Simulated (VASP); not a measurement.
# CoSi2: single point with PBE

CoSi2:

```
Co Si
1.0
     0.00000    2.68250    2.60202
     2.68250    0.00000    2.60202
     2.68250    2.68250    0.00000
Co Si
1 2
Direct
  0.00000 0.00000 0.00000
  0.25000 0.25000 0.25000
  0.75000 0.75000 0.75000
```

This cell differs from its parent crystal: z stretched by -3 %, then relaxed in part.

| Item | Value |
| --- | --- |
| Program | VASP 6.6.1 |
| Task | single point |
| Functional | PBE |
| Potentials or basis | VASP PAW PBE potentials, release 64 (Co, Si) |
| Cutoff | 520 eV |
| k mesh | 15 × 15 × 15 |
| Occupations | fermi-dirac, width 0.05 eV |
| Spin | collinear spin, ferromagnetic start |
| Starting moments | [2.0, 0.0, 0.0] μB |

* Pressure: 5.1 GPa
* Net moment: 0.00 μB per cell
* Valence electrons inside the program's atomic spheres: Co 8.92; Si 1.61

Stress tensor (GPa, compression positive):
```
4.09 0.00 0.00
0.00 4.09 0.00
0.00 0.00 7.27
```

Levels at points of the mesh, in eV from the Fermi level:
Spin up:
```csv
k point,band 7,band 8,band 9,band 10,band 11,band 12
"(0.00, 0.00, 0.00)",1.04,3.25,3.36,3.36,3.67,3.67
```
Spin down:
```tsv
k point	band 6	band 7	band 8	band 9	band 10	band 11	band 12	band 13
(0.00, 0.00, 0.00)	-1.90	1.04	3.25	3.36	3.36	3.67	3.67	3.69
```

Run time: 11 min on 1 thread of AMD EPYC 7R13, with other jobs on the host, peak memory 0.39 GiB.

Caveat: the cell differs from its parent crystal (z stretched by -3 %, then relaxed in part); the starting moments collapsed, and a magnetic state may lie lower.
